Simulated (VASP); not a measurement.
# PbO2 (Fm-3m) in VASP: a series of runs

Aim: see how the results for PbO2 move with the level of theory and the settings. Levels: PBEsol, LDA, PBE. Tasks: vibrations by perturbation theory, density of states, elastic constants.

Everything below comes from runs of VASP 6.6.1. Logs are shortened: lines on timing, memory, paths and dates and some standing lists are left out, and cuts for length are marked.

**1. The cell of the first run**

Symmetry: Fm-3m, No. 225, cubic system. Conventional cell: a = 5.404 Å, b = 5.404 Å, c = 5.404 Å, α = 90.00°, β = 90.00°, γ = 90.00°. Pb (site symmetry m-3m) has 8 O at 2.34 Å within 3.1 Å. O (site symmetry -43m) has 4 Pb at 2.34 Å and 6 O at 2.70 Å within 3.1 Å.

**2. Vibrations by perturbation theory, PBEsol**

Contents of INCAR:

```
ALGO     = Normal         # electronic algorithm
EDIFF    = 1E-8           # SCF threshold, eV
ENCUT    = 520            # plane-wave cutoff, eV
GGA      = PS             # functional
IBRION   = 8              # ionic algorithm
ISIF     = 2              # what is computed and relaxed
ISMEAR   = -1             # smearing method
LASPH    = True           # aspherical terms in the spheres
LCHARG   = False          # write CHGCAR
LREAL    = False          # projectors in reciprocal space
LWAVE    = False          # write WAVECAR
NELM     = 100            # most SCF steps
NSW      = 1              # ionic steps
PREC     = Accurate       # precision mode
SIGMA    = 0.05           # smearing width, eV
```

Contents of KPOINTS:

```
k-points
0
Gamma
  8 8 8
```

Contents of POSCAR:

```
PbO2
1.0
    0.0000000000      2.7019920000      2.7019920000
    2.7019920000      0.0000000000      2.7019920000
    2.7019920000      2.7019920000      0.0000000000
Pb O
1 2
Direct
    0.0000000000      0.0000000000      0.0000000000
    0.7500000000      0.7500000000      0.7500000000
    0.2500000000      0.2500000000      0.2500000000
```

Potentials or basis: VASP PAW PBE potentials, release 64 (Pb_d, O).

On the command line:

```
cat potpaw_PBE.64/Pb_d/POTCAR potpaw_PBE.64/O/POTCAR > POTCAR
mpirun -np 1 vasp_std > vasp.out
```

OUTCAR:

```text
EDIFF = 1E-8
   ENCUT = 520
   GGA = PS
   IBRION = 8
   ISIF = 2
   ISMEAR = -1
   LASPH = True
   LREAL = False
   NELM = 100
   NSW = 1
   PREC = Accurate

 ion  position               nearest neighbor table
   1  0.000  0.000  0.000-   2 2.34   2 2.34   2 2.34   3 2.34   3 2.34   3 2.34   3 2.34   2 2.34

   2  0.750  0.750  0.750-   1 2.34   1 2.34   1 2.34   1 2.34
   3  0.250  0.250  0.250-   1 2.34   1 2.34   1 2.34   1 2.34

  LATTYP: Found a face centered cubic cell.
 ALAT       =     5.4039840000

  Lattice vectors:

 A1 = (   0.0000000000,   2.7019920000,   2.7019920000)
 A2 = (   2.7019920000,   0.0000000000,   2.7019920000)
 A3 = (   2.7019920000,   2.7019920000,   0.0000000000)

Analysis of symmetry for initial positions (statically):
=====================================================================
 Subroutine PRICEL returns:
 Original cell was already a primitive cell.

 Routine SETGRP: Setting up the symmetry group for a
 face centered cubic supercell.

 Subroutine GETGRP returns: Found 48 space group operations
 (whereof 48 operations were pure point group operations)
 out of a pool of 48 trial point group operations.

The static configuration has the point symmetry O_h .

Analysis of symmetry for dynamics (positions and initial velocities):
=====================================================================
 Subroutine PRICEL returns:
 Original cell was already a primitive cell.

 Routine SETGRP: Setting up the symmetry group for a
 face centered cubic supercell.

 Subroutine GETGRP returns: Found 48 space group operations
 (whereof 48 operations were pure point group operations)
 out of a pool of 48 trial point group operations.

The dynamic configuration has the point symmetry O_h .

 Subroutine INISYM returns: Found 48 space group operations
 (whereof 48 operations are pure point group operations),
 and found     1 'primitive' translations

[... 653 lines left out ...]
 POSITION                                       TOTAL-FORCE (eV/Angst)
 -----------------------------------------------------------------------------------
      0.00000      0.00000      0.00000         0.000000     -0.000000      0.000000
      4.05299      4.05299      4.05299        -0.000000     -0.000000     -0.000000
      1.35100      1.35100      1.35100         0.000000      0.000000      0.000000
 -----------------------------------------------------------------------------------
    total drift:                                0.000000     -0.000000      0.000000

  FREE ENERGIE OF THE ION-ELECTRON SYSTEM (eV)
  ---------------------------------------------------
  free  energy   TOTEN  =       -16.7691471785 eV

  energy  without entropy=      -16.7623379614  energy(sigma->0) =      -16.76574257

[... ionic steps 2 to 3 ...]

--------------------------------------- Ionic step        4  -------------------------------------------

------------------------ aborting loop because EDIFF is reached ----------------------------------------

[... ionic steps 5 to 6 ...]

--------------------------------------- Ionic step        7  -------------------------------------------

 Free energy of the ion-electron system (eV)
  ---------------------------------------------------
  ---------------------------------------------------
  free energy    TOTEN  =        -0.36441087 eV

  energy without entropy =       -0.36441087

------------------------ aborting loop because EDIFF is reached ----------------------------------------

 INTERNAL STRAIN TENSOR  FOR ION    2  DIRECTION 1   (eV/Angst):
 -----------------------------------------------------------------------------
     0.00655  0.00000  0.00000
     0.00000 -0.00605  1.19515
     0.00000  1.19515 -0.00605

 INTERNAL STRAIN TENSOR FOR ION    3 for displacements in x,y,z  (eV/Angst):
          X           Y           Z          XY          YZ          ZX
  --------------------------------------------------------------------------------
  x     0.00000     0.00000     0.00000     0.00000    -1.19515     0.00000
  y     0.00000     0.00000     0.00000     0.00000     0.00000    -1.19515
  z     0.00000     0.00000     0.00000    -1.19515     0.00000     0.00000

 SECOND DERIVATIVES (NOT SYMMETRIZED)
 ------------------------------------
               1X          1Y          1Z          2X          2Y          2Z          3X          3Y          3Z
  1X    -5.814418    0.000000    0.000000    2.907209    0.000000    0.000000    2.907209    0.000000    0.000000
  1Y     0.000000   -5.814418    0.000000    0.000000    2.907209    0.000000    0.000000    2.907209    0.000000
  1Z     0.000000    0.000000   -5.814418    0.000000    0.000000    2.907209    0.000000    0.000000    2.907209
  2X     2.916926    0.000000    0.000000   -6.257281    0.000000    0.000000    3.340355    0.000000    0.000000
  2Y     0.000000    2.916926    0.000000    0.000000   -6.257281    0.000000    0.000000    3.340355    0.000000
  2Z     0.000000    0.000000    2.916926    0.000000    0.000000   -6.257281    0.000000    0.000000    3.340355
  3X     2.916926    0.000000    0.000000    3.340355    0.000000    0.000000   -6.257281    0.000000    0.000000
  3Y     0.000000    2.916926    0.000000    0.000000    3.340355    0.000000    0.000000   -6.257281    0.000000
  3Z     0.000000    0.000000    2.916926    0.000000    0.000000    3.340355    0.000000    0.000000   -6.257281

 Eigenvectors and eigenvalues of the dynamical matrix
 ----------------------------------------------------

   1 f  =   12.108013 THz    76.076887 2PiTHz  403.879826 cm-1    50.074694 meV
             X         Y         Z           dx          dy          dz
      0.000000  0.000000  0.000000    -0.000000   -0.000000   -0.000000
      4.052988  4.052988  4.052988     0.421810   -0.567518   -0.000000
      1.350996  1.350996  1.350996    -0.421810    0.567518    0.000000
[... 43 lines left out ...]
   9 f/i=    0.004068 THz     0.025558 2PiTHz    0.135683 cm-1     0.016823 meV
             X         Y         Z           dx          dy          dz
      0.000000  0.000000  0.000000     0.114342    0.923678   -0.018759
      4.052988  4.052988  4.052988     0.031721    0.256249   -0.005204
      1.350996  1.350996  1.350996     0.031721    0.256249   -0.005204

--------------------------------------------------------------------------------------------------------

 ELASTIC MODULI CONTR FROM IONIC RELAXATION (kBar)
 Direction    XX          YY          ZZ          XY          YZ          ZX
 --------------------------------------------------------------------------------
 XX          -0.0000     -0.0000     -0.0000      0.0000      0.0000      0.0000
 YY          -0.0000     -0.0000     -0.0000      0.0000      0.0000      0.0000
 ZZ          -0.0000     -0.0000     -0.0000     -0.0000      0.0000      0.0000
 XY           0.0000      0.0000     -0.0000    -12.0876      0.0000     -0.0000
 YZ           0.0000      0.0000      0.0000      0.0000    -12.0876     -0.0000
 ZX           0.0000      0.0000      0.0000     -0.0000     -0.0000    -12.0876
 --------------------------------------------------------------------------------
```

OSZICAR:

```text
N       E                     dE             d eps       ncg     rms          rms(c)
DAV:   1     0.256325395830E+03    0.25633E+03   -0.14152E+04  1002   0.188E+03
DAV:   2     0.305445342516E+01   -0.25327E+03   -0.24765E+03  1091   0.456E+02
DAV:   3    -0.185636928770E+02   -0.21618E+02   -0.21249E+02  1193   0.141E+02
[... 57 lines left out ...]
RMM:  12    -0.364410819371E+00   -0.11745E-06   -0.17057E-07  6073   0.403E-04    0.473E-06
RMM:  13    -0.364410847617E+00   -0.28247E-07   -0.14346E-07  6110   0.297E-04    0.135E-06
RMM:  14    -0.364410869971E+00   -0.22354E-07   -0.16304E-07  5993   0.261E-04    0.588E-07
RMM:  15    -0.364410871587E+00   -0.16156E-08   -0.16053E-07  4920   0.245E-04    0.136E-07
RMM:  16    -0.364410870050E+00    0.15371E-08   -0.15904E-07  3829   0.239E-04    0.632E-08
 Linear response finished
```

stdout:

```text
POSCAR found type information on POSCAR PbO
 POSCAR found :  2 types and       3 ions
 scaLAPACK will be used
 -----------------------------------------------------------------------------
|                                                                             |
|                                                                             |
|     You enforced a specific xc type in the INCAR file but a different       |
|     I HOPE YOU KNOW WHAT YOU ARE DOING!                                     |
|                                                                             |
 -----------------------------------------------------------------------------

 LDA part: xc-table for (Slater+PW92), standard interpolation
 POSCAR, INCAR and KPOINTS ok, starting setup
 FFT: planning ... GRIDC
 FFT: planning ... GRID_SOFT
 FFT: planning ... GRID
 WAVECAR not read
 entering main loop
 Linear response reoptimize wavefunctions to high precision
 Linear response DOF=           2
 Linear response progress:
 first order change of Fermi-energy   0.10008E-03
 force on displaced ion       1 direction 1 :  -5.814   0.000   0.000
 Linear response progress:
 first order change of Fermi-energy   0.18022E-04
 force on displaced ion       2 direction 1 :  -6.257   0.000   0.000
 Linear response finished
```

It took 1.7 min on 1 thread of Intel Xeon 6975P-C (Granite Rapids), shared host; peak memory 0.27 GiB.

What came out:

```
Highest phonon frequency at Γ, LO-TO splitting left out : 404 cm⁻¹
```

Phonon frequencies in cm⁻¹ (negative: imaginary):
```csv
q point,frequencies
"(0.000, 0.000, 0.000)",0 0 0 239 239 239 404 404 404
```

Caveat: the cell wasn't relaxed at this level first, which shifts response properties; spin-orbit coupling is left out, which moves the levels of the heavy elements.

**3. Density of states, PBEsol**

POSCAR is that of step 2.

Contents of INCAR.step1:

```
SYSTEM = PbO2
PREC = Accurate
ENCUT = 520
EDIFF = 1E-6
ISMEAR = -1
SIGMA = 0.05
LREAL = .False.
LASPH = .True.
NELM = 100
ALGO = Normal
ISIF = 2
LWAVE = .False.
LCHARG = .True.
GGA = PS
NBANDS = 20
```

Contents of KPOINTS.step1:

```
Automatic mesh
0
Gamma
  8 8 8
  0 0 0
```

Contents of INCAR.step2:

```
SYSTEM = PbO2
PREC = Accurate
ENCUT = 520
EDIFF = 1E-6
ISMEAR = -5
SIGMA = 0.05
LREAL = .False.
LASPH = .True.
NELM = 100
ALGO = Normal
ISIF = 2
LWAVE = .False.
LCHARG = .False.
GGA = PS
LORBIT = 10
NBANDS = 20
NEDOS = 1001
ICHARG = 11
```

Contents of KPOINTS.step2:

```
Automatic mesh
0
Gamma
  12 12 12
  0 0 0
```

Potentials or basis: VASP PAW PBE potentials, release 64 (Pb_d, O).

On the command line:

```
cat potpaw_PBE.64/Pb_d/POTCAR potpaw_PBE.64/O/POTCAR > POTCAR
cp INCAR.step1 INCAR
cp KPOINTS.step1 KPOINTS
mpirun -np 1 vasp_std > vasp.out
cp INCAR.step2 INCAR
cp KPOINTS.step2 KPOINTS
mpirun -np 1 vasp_std > vasp.out
```

Wall time 34 s (1 thread of Intel Xeon Platinum 8559C (Emerald Rapids), shared host); peak memory 0.16 GiB.

Results (log left out):

```yaml
Valence_electrons_inside_the_program's_atomic_spheres: Pb 11.70; O 4.91
```

Levels at points of the mesh, in eV from the Fermi level:
```csv
k point,band 10,band 11,band 12,band 13,band 14,band 15,band 16,band 17
"(0.00, 0.00, 0.00)",-1.93,-1.93,-1.16,-1.16,-1.16,6.90,6.90,6.90
"(0.50, 0.00, 0.00)",-2.74,-2.74,-1.36,-1.36,2.61,7.06,9.45,9.45
"(0.50, 0.50, 0.00)",-4.46,-0.18,-0.08,-0.08,1.67,6.13,9.28,10.77
```

Caveat: spin-orbit coupling is left out, which moves the levels of the heavy elements.

(Continued in part 2 of 2.)
